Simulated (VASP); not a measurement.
HgTe (Coloradoite):

```
Hg Te
1.0
     0.00000    3.21450    3.21450
     3.21450    0.00000    3.21450
     3.21450    3.21450    0.00000
Hg Te
1 1
Direct
  0.00000 0.00000 0.00000
  0.75000 0.75000 0.75000
```

Base run:

```yaml
Program: VASP 6.6.1
Functional: PBEsol
Potentials_or_basis: VASP PAW PBE potentials, release 64 (Hg, Te)
Cutoff: 520 eV
k_mesh: 7 × 7 × 7
Occupations: fermi-dirac, width 0.05 eV
Spin: no spin polarisation
```

Its results: band gap on the k mesh zero (filled and empty bands touch); pressure 1.9 GPa.

Problem. After a change of settings the same cell gave: band gap on the k mesh zero (filled and empty bands touch); pressure 12.7 GPa. Which change was it?
A. functional from PBEsol to r2SCAN0; k mesh from 7 × 7 × 7 to 4 × 4 × 4
B. functional from PBEsol to PBE; occupations from fermi-dirac, width 0.05 eV to gaussian, width 0.015 eV
C. functional from PBEsol to PBE; cutoff from 520 eV to 500 eV; occupations from fermi-dirac, width 0.05 eV to gaussian, width 0.05 eV
D. functional from PBEsol to PBE exchange alone

Solution. D.

Caveats: spin-orbit coupling is left out, which moves the levels of the heavy elements; the PAW data sets were made with another functional, which shifts forces and pressure a little (some runs).
